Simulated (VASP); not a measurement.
**SrO: single point with PBEsol**

The system is SrO.

```xyz
2
Lattice="0.0000 2.5833 2.5833 2.5833 0.0000 2.5833 2.5833 2.5833 0.0000" Properties=species:S:1:pos:R:3 pbc="T T T"
Sr    2.5833    2.5833    2.5833
O     0.0000    0.0000    0.0000
```

- Program: VASP 6.6.1
- Task: single point
- Functional: PBEsol
- Potentials or basis: VASP PAW PBE potentials, release 64 (Sr_sv, O)
- Cutoff: 520 eV
- k mesh: 9 × 9 × 9
- Occupations: fermi-dirac, width 0.05 eV
- Spin: no spin polarisation

The pressure is -1.7 GPa. The band gap on the k mesh is 3.22 eV (least direct gap 3.33 eV).

Levels at points of the mesh, in eV from the valence-band top:
```csv
k point,band 4,band 5,band 6,band 7,band 8,band 9,band 10,band 11,band 12,band 13
"(0.00, 0.00, 0.00)",-13.95,-13.95,0.00,0.00,0.00,3.72,6.13,6.13,6.13,8.29
```

It took 27 s on 1 thread of AMD EPYC 7R43 64-Core Processor (Zen 3), with other jobs on the host, peak memory 0.12 GiB.

Caveat: the PAW data sets were made with another functional, which shifts forces and pressure a little; an odd mesh through Γ misses points on the zone boundary, where band edges can lie.
